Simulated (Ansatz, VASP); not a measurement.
# HfO2: VASP beside Ansatz

```xyz
3
Lattice="0.0000 2.4910 2.4910 2.4910 0.0000 2.4910 2.4910 2.4910 0.0000" Properties=species:S:1:pos:R:3 pbc="T T T"
Hf    0.0000    0.0000    0.0000
O     1.2455    1.2455    1.2455
O     3.7365    3.7365    3.7365
```

Alike in both runs: task single point; functional r2SCAN; dispersion D4; k mesh 8 × 8 × 8; occupations gaussian, width 0.05 eV; no spin polarisation.

```csv
,VASP,Ansatz
version,VASP 6.6.1,Ansatz 0.2.0
potentials or method,"VASP PAW PBE potentials, release 64 (Hf_pv, O), cutoff 660 eV","scalar-relativistic, plane waves, PAW"
valence electrons in the cell,22,38
```

Ansatz gave:

- gap on the k mesh at the Fermi level (eV): 4.42
- least direct gap on the mesh (eV): 4.42
- pressure (GPa): 12.2

Task: Estimate VASP's values.

Result: gap on the k mesh at the Fermi level (eV): 4.45; least direct gap on the mesh (eV): 4.45; pressure (GPa): 7.4.

VASP's potentials were made for PBE, not for r2SCAN. One of these differences is far larger than is usual between the two programs; its cause wasn't traced. VASP's potentials hold 22 valence electrons a cell and Ansatz's 38, so a difference there can come from the potentials and not from the codes.

Neither program's run includes spin-orbit coupling.
